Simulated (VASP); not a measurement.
Hf: single point with LDA

Crystal: Hf.

```
CELL_PARAMETERS angstrom
0.00000 2.23444 2.07095
2.23444 0.00000 2.07095
2.23444 2.23444 0.00000
ATOMIC_POSITIONS crystal
Hf 0.00000 0.00000 0.00000
```

This cell differs from its parent crystal: strain +e along x and -e along y +0.0000, strain +e along z and -e/2 along x and y -0.0500.

```json
{
 "Program": "VASP 6.6.1",
 "Task": "single point",
 "Functional": "LDA",
 "Potentials or basis": "VASP PAW LDA potentials, release 64 (Hf_pv)",
 "Cutoff": "520 eV",
 "k mesh": "18 × 18 × 18",
 "Occupations": "gaussian, width 0.15 eV",
 "Spin": "no spin polarisation",
 "Dipole correction": "no",
 "Further INCAR settings": "ALGO = Fast; EDIFF = 1e-06; NBANDS = 11"
}
```

| Quantity | Value |
| --- | --- |
| Pressure | 0.2 GPa |
| Band gap on the k mesh | zero (band 5 reaches 6.38 eV, above the bottom of band 6 at 4.42 eV) |

Stress tensor (GPa, compression positive):
```
-0.91  0.00  0.00
 0.00 -0.91  0.00
 0.00  0.00  2.55
```

Levels at points of the mesh, in eV from the Fermi level:
| k point | band 3 | band 4 | band 5 | band 6 | band 7 | band 8 |
| --- | --- | --- | --- | --- | --- | --- |
| (0.00, 0.00, 0.00) | -29.56 | -7.40 | 1.11 | 1.11 | 2.00 | 3.70 |
| (0.50, 0.00, 0.00) | -29.65 | -3.85 | 0.59 | 1.04 | 1.68 | 6.41 |
| (0.50, 0.50, 0.00) | -30.05 | -3.50 | -2.60 | 4.02 | 6.74 | 7.48 |
| (0.50, 0.00, 0.50) | -29.84 | -3.64 | -2.32 | 2.70 | 6.63 | 6.96 |

It took 59 s on 1 thread of Intel(R) Xeon(R) Platinum 8375C CPU @ 2.90GHz (Ice Lake) (shared host), peak memory 0.22 GiB.

Caveat: the cell differs from its parent crystal (strain +e along x and -e along y +0.0000, strain +e along z and -e/2 along x and y -0.0500); spin-orbit coupling is left out, which moves the levels of the heavy elements.
